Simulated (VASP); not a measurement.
# MgS in VASP: further runs

The runs below take MgS through single point, with r2SCAN, HSE06.

Program: VASP 6.6.1. These are calculated values, not measurements. Logs are shortened: lines on timing, memory, paths and dates and some standing lists are left out, and cuts for length are marked.

## (1) The cell of the first run

It takes space group R-3m (No. 166, trigonal). Conventional cell: a = 3.622 Å, b = 3.622 Å, c = 9.081 Å, α = 90.00°, β = 90.00°, γ = 120.00°. Within 3.4 Å of Mg (site symmetry -3m) lie 6 S at 2.58 Å. Within 3.4 Å of S (site symmetry -3m) lie 6 Mg at 2.58 Å.

## (2) Single point, r2SCAN (epitaxial 111 strain -1.5%)

The input, POSCAR:

```
MgS
1.0
    0.0400633762      2.6015179370      2.6015179370
    2.6015179370      0.0400633762      2.6015179370
    2.6015179370      2.6015179370      0.0400633762
Mg S
1 1
Direct
    0.0000000000      0.0000000000      0.0000000000
    0.5000000000      0.5000000000      0.5000000000
```

The input, INCAR.step1:

```
PREC = Accurate
ENCUT = 520
ISMEAR = 0
SIGMA = 0.01
LREAL = False
LASPH = True
NELM = 60
NBANDS = 11
GGA = PE
ALGO = Normal
EDIFF = 1E-4
LWAVE = True
LCHARG = False
```

The input, INCAR.step2:

```
PREC = Accurate
ENCUT = 520
EDIFF = 1E-6
ISMEAR = 0
SIGMA = 0.01
LREAL = False
LASPH = True
NELM = 60
ALGO = Normal
ISIF = 2
LWAVE = False
LCHARG = False
METAGGA = R2SCAN
LMIXTAU = True
NBANDS = 11
ISTART = 1
```

The input, KPOINTS:

```
Automatic mesh
0
Gamma
  8 8 8
```

Potentials or basis: VASP PAW PBE potentials, release 64 (Mg, S).

Command:

```console
> cat potpaw_PBE.64/Mg/POTCAR potpaw_PBE.64/S/POTCAR > POTCAR
> cp INCAR.step1 INCAR
> mpirun -np 1 vasp_std > vasp.out
> cp INCAR.step2 INCAR
> mpirun -np 1 vasp_std > vasp.out
```

OUTCAR:

```text
PREC = Accurate
   ENCUT = 520
   EDIFF = 1E-6
   ISMEAR = 0
   LREAL = False
   LASPH = True
   NELM = 60
   ISIF = 2
   METAGGA = R2SCAN
   ISTART = 1

 ion  position               nearest neighbor table
   1  0.000  0.000  0.000-   2 2.58   2 2.58   2 2.58   2 2.58   2 2.58   2 2.58
   2  0.500  0.500  0.500-   1 2.58   1 2.58   1 2.58   1 2.58   1 2.58   1 2.58

  LATTYP: Found a trigonal (rhomboedric) cell.
 ALAT       =     3.6793200768
 COS(alpha) =     0.5153388911

  Lattice vectors:

 A1 = (   0.0400633762,   2.6015179370,   2.6015179370)
 A2 = (   2.6015179370,   0.0400633762,   2.6015179370)
 A3 = (   2.6015179370,   2.6015179370,   0.0400633762)

Analysis of symmetry for initial positions (statically):
=====================================================================
 Subroutine PRICEL returns:
 Original cell was already a primitive cell.

 Routine SETGRP: Setting up the symmetry group for a
 trigonal (rhombohedral) supercell.

 Subroutine GETGRP returns: Found 12 space group operations
 (whereof 12 operations were pure point group operations)
 out of a pool of 12 trial point group operations.

The static configuration has the point symmetry D_3d.

Analysis of symmetry for dynamics (positions and initial velocities):
=====================================================================
 Subroutine PRICEL returns:
 Original cell was already a primitive cell.

 Routine SETGRP: Setting up the symmetry group for a
 trigonal (rhombohedral) supercell.

 Subroutine GETGRP returns: Found 12 space group operations
 (whereof 12 operations were pure point group operations)
 out of a pool of 12 trial point group operations.

The dynamic configuration has the point symmetry D_3d.

 Subroutine INISYM returns: Found 12 space group operations
 (whereof 12 operations are pure point group operations),
 and found     1 'primitive' translations

----------------------------------------------------------------------------------------

                                     Primitive cell

  volume of cell :      34.4002

  direct lattice vectors                    reciprocal lattice vectors
     0.040063376  2.601517937  2.601517937    -0.196693156  0.193710022  0.193710022
     2.601517937  0.040063376  2.601517937     0.193710022 -0.196693156  0.193710022
     2.601517937  2.601517937  0.040063376     0.193710022  0.193710022 -0.196693156

  length of vectors
     3.679320077  3.679320077  3.679320077     0.337246709  0.337246709  0.337246709

  position of ions in fractional coordinates (direct lattice)
     0.000000000  0.000000000  0.000000000
     0.500000000  0.500000000  0.500000000

  ion indices of the primitive-cell ions
   primitive index   ion index
                 1           1
                 2           2

----------------------------------------------------------------------------------------

 KPOINTS: Automatic mesh

Automatic generation of k-mesh.
 Grid dimensions read from file:
 generate k-points for:    8    8    8

 Generating k-lattice:

  Cartesian coordinates                     Fractional coordinates (reciprocal lattice)
    -0.024586645  0.024213753  0.024213753     0.125000000  0.000000000  0.000000000
     0.024213753 -0.024586645  0.024213753     0.000000000  0.125000000  0.000000000
     0.024213753  0.024213753 -0.024586645     0.000000000  0.000000000  0.125000000

  Length of vectors
     0.042155839  0.042155839  0.042155839

  Shift w.r.t. Gamma in fractional coordinates (k-lattice)
     0.000000000  0.000000000  0.000000000

 Subroutine IBZKPT returns following result:
 ===========================================

 Found     65 irreducible k-points:

 Following reciprocal coordinates:
            Coordinates               Weight
  0.000000  0.000000  0.000000      1.000000
  0.125000  0.000000 -0.000000      6.000000
  0.250000  0.000000 -0.000000      6.000000
  0.375000 -0.000000 -0.000000      6.000000
  0.500000  0.000000 -0.000000      3.000000
  0.125000  0.125000 -0.000000      6.000000
[... 16 lines left out ...]
  0.250000  0.125000  0.125000      6.000000
  0.375000  0.125000  0.125000      6.000000
 [... further k-points ...]
   k-points           NKPTS =     65   k-points in BZ     NKDIM =     65   number of bands    NBANDS=     11
   number of dos      NEDOS =    301   number of ions     NIONS =      2
   total plane-waves  NPLWV =  21952
   dimension x,y,z NGX =    28 NGY =   28 NGZ =   28
   dimension x,y,z NGXF=    56 NGYF=   56 NGZF=   56
   ions per type =               1   1
   NGX,Y,Z   is equivalent  to a cutoff of  12.65, 12.65, 12.65 a.u.
   NGXF,Y,Z  is equivalent  to a cutoff of  25.30, 25.30, 25.30 a.u.
 SYSTEM =  unknown system
   PREC   = accura    normal or accurate (medium, high low for compatibility)
   ISTART =      1    job   : 0-new  1-cont  2-samecut
   ICHARG =      0    charge: 1-file 2-atom 10-const
   ISPIN  =      1    spin polarized calculation?
   LNONCOLLINEAR =      F non collinear calculations
   LSORBIT =      F    spin-orbit coupling
   LASPH  =      T    aspherical Exc in radial PAW
   ENCUT  =  520.0 eV  38.22 Ry    6.18 a.u.   6.84  6.84  6.84*2*pi/ulx,y,z
   NELM   =     60;   NELMIN=  2; NELMDL=  0     # of ELM steps
   EDIFF  = 0.1E-05   stopping-criterion for ELM
   LREAL  =      F    real-space projection
[... 7 lines left out ...]
   TEBEG  =    0.0;   TEEND  =   0.0 temperature during run
   PSTRESS=    0.0 pullay stress
   NELECT =       8.0000    total number of electrons
   NUPDOWN=      -1.0000    fix difference up-down
   EMIN   =  10.00;   EMAX   =-10.00  energy-range for DOS
   EFERMI =   0.00;   METHOD = LEGACY
   ISMEAR =     0;   SIGMA  =   0.01  broadening in eV -4-tet -1-fermi 0-gaus
   EFERMI_NEDOS =   21; number of points for ismear=-14 and -15
   IALGO  =     38    algorithm
   IMIX   =      4    mixing-type and parameters
     AMIX     =   0.40;   BMIX     =  1.00
     AMIX_MAG =   1.60;   BMIX_MAG =  1.00
  volume/ion in A,a.u.               =      17.20       116.07
  Fermi-wavevector in a.u.,A,eV,Ry     =   1.006741  1.902464 13.789874  1.013527
  Thomas-Fermi vector in A             =   2.139502
   LORBIT       =      0    0 simple, 1 ext, 2 COOP (PROOUT), +10 PAW based schemes
   METAGGA = R2SCAN    functional components
   LHFCALC =     F    Hartree Fock is set to
   AEXX    =    0.0000 exact exchange contribution
   IVDW    =     0    specifies the selected vdW correction
   LEPSILON=     F    determine dielectric tensor
   LRPA    =     F    only Hartree local field effects (RPA)
 non-spin polarized calculation
 Gauss-broadening in eV      SIGMA  =   0.01
  energy-cutoff  :      520.00
  volume of cell :       34.40
 maximum number of plane-waves:       942
   NGX = 13   NGY = 13   NGZ = 13

 number of electron       7.9999999 magnetization

 Free energy of the ion-electron system (eV)
  ---------------------------------------------------
  ext. energy  EPLUGINS =         0.00000000
  ---------------------------------------------------
  free energy    TOTEN  =       -15.50303750 eV

  energy without entropy =      -15.50303750  energy(sigma->0) =      -15.50303750

 E-fermi :   3.8929     XC(G=0): -10.1942

 val. band max:        3.7818394354   @ k =   0.0000   0.0000   0.0000
 cond. band min:       7.1795422968   @ k =   0.5000   0.5000  -0.0000
 fundamental gap:      3.3977028614
 Fermi energy:         3.8929018064

 k-point     1 :       0.0000    0.0000    0.0000
  band No.  band energies     occupation
      1      -9.6181      2.00000
      2       3.5508      2.00000
      3       3.7818      2.00000
      4       3.7818      2.00000
      5       8.5052      0.00000
      6      11.9739      0.00000
      7      12.3567      0.00000
      8      12.3567      0.00000
      9      14.6800      0.00000
     10      14.6800      0.00000
     11      17.2907      0.00000

 k-point     2 :       0.1250    0.0000   -0.0000
  band No.  band energies     occupation
      1      -9.4548      2.00000
      2       2.7200      2.00000
      3       3.4731      2.00000
      4       3.6624      2.00000
      5       9.2254      0.00000
      6      12.0459      0.00000
      7      12.3165      0.00000
      8      12.6175      0.00000
      9      14.0347      0.00000
     10      14.1478      0.00000
     11      17.6402      0.00000

 k-point     3 :       0.2500    0.0000   -0.0000
  band No.  band energies     occupation
      1      -9.0123      2.00000
      2       0.8874      2.00000
      3       3.2371      2.00000
      4       3.4020      2.00000
      5       9.4422      0.00000
      6      12.0314      0.00000
      7      12.2089      0.00000
      8      13.0202      0.00000
      9      14.5546      0.00000
     10      14.8880      0.00000
     11      16.8057      0.00000

 k-point     4 :       0.3750   -0.0000   -0.0000
  band No.  band energies     occupation
      1      -8.4710      2.00000
      2      -0.6529      2.00000
      3       3.0328      2.00000
      4       3.1727      2.00000
      5       9.0566      0.00000
      6      11.3449      0.00000
      7      11.5310      0.00000
      8      14.7921      0.00000
      9      16.3336      0.00000
     10      16.6908      0.00000
     11      17.0139      0.00000
[... 239 lines left out ...]
 k-point    22 :       0.1250    0.1250    0.1250
  band No.  band energies     occupation
      1      -9.4638      2.00000
      2       2.5264      2.00000
      3       3.6786      2.00000
      4       3.6786      2.00000
      5       9.3141      0.00000
      6      11.7644      0.00000
      7      12.6171      0.00000
      8      12.6171      0.00000
      9      14.1578      0.00000
     10      14.1578      0.00000
     11      17.7816      0.00000

 k-point    23 :       0.2500    0.1250    0.1250
  band No.  band energies     occupation
      1      -9.2124      2.00000
      2       1.7089      2.00000
      3       2.9456      2.00000
      4       3.6483      2.00000
      5      10.1537      0.00000
      6      11.5205      0.00000
      7      12.5612      0.00000
      8      12.9529      0.00000
      9      13.0553      0.00000
     10      15.1618      0.00000
     11      18.6745      0.00000

 k-point    24 :       0.3750    0.1250    0.1250
  band No.  band energies     occupation
      1      -8.7320      2.00000
      2       0.3495      2.00000
      3       2.3355      2.00000
      4       3.3844      2.00000
      5      10.1541      0.00000
      6      11.4867      0.00000
      7      12.0913      0.00000
      8      12.9597      0.00000
      9      14.4961      0.00000
     10      17.1443      0.00000
     11      17.8400      0.00000

 [... further k-points ...]
[... 5 lines left out ...]
  --------------------------------------------------------------------------------------
  -------------------------------------------------------------------------------------
  Total        0.3330759      0.3330759      0.3330759     -0.2111343     -0.2111343     -0.2111343
  in kB       15.5128790     15.5128790     15.5128790     -9.8334950     -9.8334950     -9.8334950
  external PRESSURE =      15.5128790 kB  Pullay stress =       0.0000000 kB

 VOLUME and BASIS-vectors are now :
 -----------------------------------------------------------------------------
  energy-cutoff  :      520.00
  volume of cell :       34.40
      direct lattice vectors                 reciprocal lattice vectors
     0.040063376  2.601517937  2.601517937    -0.196693156  0.193710022  0.193710022
     2.601517937  0.040063376  2.601517937     0.193710022 -0.196693156  0.193710022
     2.601517937  2.601517937  0.040063376     0.193710022  0.193710022 -0.196693156

 POSITION                                       TOTAL-FORCE (eV/Angst)
 -----------------------------------------------------------------------------------
      0.00000      0.00000      0.00000         0.000000     -0.000000     -0.000000
      2.62155      2.62155      2.62155        -0.000000      0.000000      0.000000
 -----------------------------------------------------------------------------------
    total drift:                                0.000000      0.000000      0.000000

  FREE ENERGIE OF THE ION-ELECTRON SYSTEM (eV)
  ---------------------------------------------------
  free  energy   TOTEN  =       -15.5030375043 eV

  energy  without entropy=      -15.5030375043  energy(sigma->0) =      -15.50303750
```

Wall time 2.4 min (1 thread of Intel Xeon 8259CL, shared host); peak memory 0.18 GiB.

Results:

* Free energy: -15.5030 eV
* Pressure: 1.6 GPa
* Band gap on the k mesh: 3.40 eV (least direct gap 4.72 eV)

Stress tensor (GPa, compression positive):
```
 1.55 -0.98 -0.98
-0.98  1.55 -0.98
-0.98 -0.98  1.55
```

Levels at points of the mesh, in eV from the valence-band top:
| k point | band 1 | band 2 | band 3 | band 4 | band 5 | band 6 | band 7 | band 8 |
| --- | --- | --- | --- | --- | --- | --- | --- | --- |
| (0.00, 0.00, 0.00) | -13.40 | -0.23 | 0.00 | 0.00 | 4.72 | 8.19 | 8.57 | 8.57 |
| (0.50, 0.00, 0.00) | -11.98 | -5.06 | -0.83 | -0.70 | 5.11 | 7.30 | 7.50 | 11.40 |
| (0.50, 0.50, 0.00) | -11.60 | -4.47 | -1.96 | -1.76 | 3.40 | 4.79 | 13.26 | 13.47 |
| (0.50, 0.50, 0.50) | -12.07 | -5.16 | -0.61 | -0.61 | 5.36 | 7.64 | 7.64 | 11.47 |

Caveat: the cell differs from its parent crystal (epitaxial 111 strain -1.5%); the PAW data sets were made with another functional, which shifts forces and pressure a little. A k mesh can miss the band edges.

## (3) Single point, r2SCAN (shear xy strain -5.9%)

The input, POSCAR:

```
MgS
1.0
   -0.0762244756      2.6015179370      2.6015179370
    2.6015179370     -0.0762244756      2.6015179370
    2.5252934615      2.5252934615      0.0000000000
Mg S
1 1
Direct
    0.0000000000      0.0000000000      0.0000000000
    0.5000000000      0.5000000000      0.5000000000
```

The input, INCAR.step1:

```
SYSTEM = MgS
ALGO = Normal
EDIFF = 1E-4
ENCUT = 520
GGA = PE
ISMEAR = 0
LASPH = .True.
LCHARG = .False.
LREAL = .False.
LWAVE = .True.
NBANDS = 11
NELM = 100
PREC = Accurate
SIGMA = 0.01
```

The input, INCAR.step2:

```
SYSTEM = MgS
ALGO = Normal
EDIFF = 1E-6
ENCUT = 520
ISIF = 2
ISMEAR = 0
ISTART = 1
LASPH = .True.
LCHARG = .False.
LMIXTAU = .True.
LREAL = .False.
LWAVE = .False.
METAGGA = R2SCAN
NBANDS = 11
NELM = 100
PREC = Accurate
SIGMA = 0.01
```

The input, KPOINTS:

```
k-points
0
Gamma
  8 8 8
  0 0 0
```

Potentials or basis: VASP PAW PBE potentials, release 64 (Mg, S).

Command:

```console
> cat potpaw_PBE.64/Mg/POTCAR potpaw_PBE.64/S/POTCAR > POTCAR
> cp INCAR.step1 INCAR
> mpirun -np 1 vasp_std > vasp.out
> cp INCAR.step2 INCAR
> mpirun -np 1 vasp_std > vasp.out
```

OUTCAR:

```text
SYSTEM = MgS
   EDIFF = 1E-6
   ENCUT = 520
   ISIF = 2
   ISMEAR = 0
   ISTART = 1
   LASPH = .True.
   LREAL = .False.
   METAGGA = R2SCAN
   NELM = 100
   PREC = Accurate

 ion  position               nearest neighbor table
   1  0.000  0.000  0.000-   2 2.60   2 2.60   2 2.60   2 2.60   2 2.60   2 2.60
   2  0.500  0.500  0.500-   1 2.60   1 2.60   1 2.60   1 2.60   1 2.60   1 2.60

  LATTYP: Found a body centered orthorhombic cell.
 ALAT       =     3.5713042622
 B/A-ratio  =     1.0603688060
 C/A-ratio  =     1.4569007544

  Lattice vectors:

 A1 = (   0.0762244756,  -2.6015179370,  -2.6015179370)
 A2 = (  -0.0762244755,   2.6015179371,  -2.6015179370)
 A3 = (   2.6015179370,  -0.0762244756,   2.6015179370)

Analysis of symmetry for initial positions (statically):
=====================================================================
 Subroutine PRICEL returns:
 Original cell was already a primitive cell.

 Routine SETGRP: Setting up the symmetry group for a
 body centered orthorhombic supercell.

 Subroutine GETGRP returns: Found  8 space group operations
 (whereof  8 operations were pure point group operations)
 out of a pool of  8 trial point group operations.

The static configuration has the point symmetry D_2h.

[... 164 lines left out ...]
 fundamental gap:      2.9977542377
 Fermi energy:         3.9372401282

 k-point     1 :       0.0000    0.0000    0.0000
  band No.  band energies     occupation
      1      -9.6811      2.00000
      2       3.2416      2.00000
      3       3.4931      2.00000
      4       3.7984      2.00000
      5       8.0587      0.00000
      6      11.5515      0.00000
      7      12.1116      0.00000
      8      12.5592      0.00000
      9      14.4482      0.00000
     10      14.4982      0.00000
     11      16.9343      0.00000
[... 309 lines left out ...]
 k-point    24 :       0.2500    0.0000    0.1250
  band No.  band energies     occupation
      1      -9.1645      2.00000
      2       1.1056      2.00000
      3       2.8537      2.00000
      4       3.1089      2.00000
      5       9.8402      0.00000
      6      11.0173      0.00000
      7      11.8503      0.00000
      8      13.0505      0.00000
      9      13.9196      0.00000
     10      15.2221      0.00000
     11      18.2059      0.00000

 [... further k-points ...]
[... 5 lines left out ...]
  --------------------------------------------------------------------------------------
  -------------------------------------------------------------------------------------
  Total       -0.0624325     -0.0624325     -0.1330719      0.7836473      0.0000000      0.0000000
  in kB       -2.8430470     -2.8430470     -6.0598161     35.6856608      0.0000000      0.0000000
  external PRESSURE =      -3.9153033 kB  Pullay stress =       0.0000000 kB

 VOLUME and BASIS-vectors are now :
 -----------------------------------------------------------------------------
  energy-cutoff  :      520.00
  volume of cell :       35.18
      direct lattice vectors                 reciprocal lattice vectors
    -0.076224476  2.601517937  2.601517937    -0.186724458  0.186724458  0.192195484
     2.601517937 -0.076224476  2.601517937     0.186724458 -0.186724458  0.192195484
     2.525293462  2.525293462  0.000000000     0.197996790  0.197996790 -0.192195484

 POSITION                                       TOTAL-FORCE (eV/Angst)
 -----------------------------------------------------------------------------------
      0.00000      0.00000      0.00000         0.000000     -0.000000      0.000000
      2.52529      2.52529      2.60152        -0.000000      0.000000      0.000000
 -----------------------------------------------------------------------------------
    total drift:                                0.000000      0.000000      0.000000

  FREE ENERGIE OF THE ION-ELECTRON SYSTEM (eV)
  ---------------------------------------------------
  free  energy   TOTEN  =       -15.4876928927 eV

  energy  without entropy=      -15.4876928927  energy(sigma->0) =      -15.48769289
```

OUTCAR.step1:

```text
SYSTEM = MgS
   EDIFF = 1E-4
   ENCUT = 520
   GGA = PE
   ISMEAR = 0
   LASPH = .True.
   LREAL = .False.
[... 558 lines left out ...]
      0.00000      0.00000      0.00000         0.000000      0.000000      0.000000
      2.52529      2.52529      2.60152        -0.000000     -0.000000      0.000000
 -----------------------------------------------------------------------------------
    total drift:                                0.000000      0.000000      0.000000

  FREE ENERGIE OF THE ION-ELECTRON SYSTEM (eV)
  ---------------------------------------------------
  free  energy   TOTEN  =        -8.4808818980 eV

  energy  without entropy=       -8.4808818980  energy(sigma->0) =       -8.48088190
```

It took 4.5 min on 1 thread of Intel Xeon 8259CL, shared host; peak memory 0.19 GiB.

Results:

```yaml
Free_energy: -15.4877 eV
Pressure: -0.4 GPa
Band_gap_on_the_k_mesh: 3.00 eV (least direct gap 4.26 eV)
```

Stress tensor (GPa, compression positive):
```
-0.28  3.57  0.00
 3.57 -0.28  0.00
 0.00  0.00 -0.61
```

Caveat: the cell differs from its parent crystal (shear xy strain -5.9%); the PAW data sets were made with another functional, which shifts forces and pressure a little.

(Part 1 of 2 ends here.)
